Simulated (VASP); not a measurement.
Runs of VASP 6.6.1 on N. The structure is that of space group Fd-3m (No. 227), or close to it. The cells are those of the table. 

| cell | gap on the mesh (eV) | pressure (GPa) |
| --- | --- | --- |
| a = 2.911 Å, angles 60.0°, 2 atoms | none | (a) |
| a = 2.971 Å, angles 60.0°, 2 atoms | none | -5.2 |
| a = 2.880 Å, angles 60.0°, 2 atoms | none | 11.6 |
| a = 3.000 Å, angles 60.0°, 2 atoms | none | (b) |
| a = 2.941 Å, angles 60.0°, 2 atoms | none | -0.2 |

Alike in all rows: task single point; level r2SCAN; potentials or basis VASP PAW PBE potentials, release 64 (N); no spin polarisation; k mesh 14 × 14 × 14; cutoff (eV) 520; smearing fermi-dirac 0.1 eV.

Question: Estimate the missing entries.

Answer: (a) 5.4; (b) -9.5.

Caveats: the PAW data sets were made with another functional, which shifts forces and pressure a little; the cell stands under pressure (at least some runs); the cell stands under tension (at least some runs).

A gap of «none» marks levels without a gap at the run's occupations.
